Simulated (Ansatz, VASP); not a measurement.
## Pt in VASP and in Ansatz

INCAR

```
  ALGO = Fast
  EDIFF = 1E-6
  ENCUT = 520
  GGA = PS
  ISIF = 2
  ISMEAR = 0
  LASPH = True
  LCHARG = False
  LREAL = False
  LWAVE = False
  NBANDS = 11
  NELM = 100
  PREC = Accurate
  SIGMA = 0.15
```

File KPOINTS:

```
k-points
0
Gamma
  26 26 26
```

POSCAR

```
Pt
1.0
   -1.5604706012      1.5604706012      1.5370635422
    1.5604706012     -1.5604706012      1.5370635422
    1.5604706012      1.5604706012     -1.5370635422
Pt
1
Direct
    0.0000000000      0.0000000000      0.0000000000
```

Input for Ansatz:

```yaml
crystal:
  lattice:
    - [-1.5604706012, 1.5604706012, 1.5370635422]
    - [1.5604706012, -1.5604706012, 1.5370635422]
    - [1.5604706012, 1.5604706012, -1.5370635422]
  atoms:
    - { symbol: Pt, position: [0.0, 0.0, 0.0] }
basis:
  ecutwfc: 420
kpoints:
  mp_grid: { grid: [26, 26, 26] }
hamiltonian:
  xc: pbesol
scf:
  occupations: { method: gaussian, width: 0.15 }
output:
  forces: true
  stress: true
  eigenvalues: true
  write_density: true
  write_potential: true
  elf: true
  volumetric_format: npy
```

Change from the starting cell: strain +0.000 along x and y, -0.015 along z, atoms carried along.

Alike in both runs: task single point; functional PBEsol; k mesh 26 × 26 × 26; occupations gaussian, width 0.15 eV; no spin polarisation.

|  | VASP | Ansatz |
| --- | --- | --- |
| version | VASP 6.6.1 | Ansatz 0.2.0 |
| potentials or method | VASP PAW PBE potentials, release 64 (Pt), cutoff 520 eV | scalar-relativistic, plane waves, PAW |
| valence electrons in the cell | 10 | 18 |

|  | VASP | Ansatz | Ansatz less VASP |
| --- | --- | --- | --- |
| gap on the k mesh at the Fermi level (eV) | none | none | - |
| pressure (GPa) | 4.1 | 4.5 | +0.35 |
| traceless stress, the component that is largest in VASP (GPa) | -1.12 | -1.11 | +0.002 |

VASP's potentials were made for PBE, not for PBEsol. A gap of «none» marks a metal or a gap that the smearing closes. VASP's potentials hold 10 valence electrons a cell and Ansatz's 18, so a difference there can come from the potentials and not from the codes.

Neither program's run includes spin-orbit coupling.
